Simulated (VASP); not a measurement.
Input of a VASP 6.6.1 run:

Contents of INCAR:

```
PREC = Accurate ; ENCUT = 520
EDIFF = 1E-7 ; ISMEAR = 0
SIGMA = 0.03 ; LREAL = F
LASPH = T ; NELM = 100
ALGO = Normal ; ISIF = 2
LWAVE = F ; LCHARG = T
GGA = PS ; LELF = T
LVHAR = T ; NBANDS = 26
```

Contents of KPOINTS:

```
Automatic mesh
0
Gamma
  10 10 10
```

Contents of POSCAR:

```
AgCl
1.0
    1.7305914753     -5.5565952358      0.0000000000
    1.7305914753      5.5565952358      0.0000000000
    0.0000000000      0.0000000000      3.9240373500
Ag Cl
2 2
Direct
    0.3965554000      0.6034446000      0.7500000000
    0.6034446000      0.3965554000      0.2500000000
    0.8654487300      0.1345512700      0.2500000000
    0.1345512700      0.8654487300      0.7500000000
```

Potentials or basis: VASP PAW PBE potentials, release 64 (Ag, Cl).

The run is started by

```bash
$ cat potpaw_PBE.64/Ag/POTCAR potpaw_PBE.64/Cl/POTCAR > POTCAR
$ mpirun -np 1 vasp_std > vasp.out
```

(1) What does it give for the largest force?

(2) Estimate the pressure.

## Answers

(1) 0.091 eV/Å.

(2) 2.1 GPa.

Caveat: the cell differs from its parent crystal (strain -0.0750 x Voigt [1, 0, 0, 0, 0, 0]); the PAW data sets were made with another functional, which shifts forces and pressure a little.
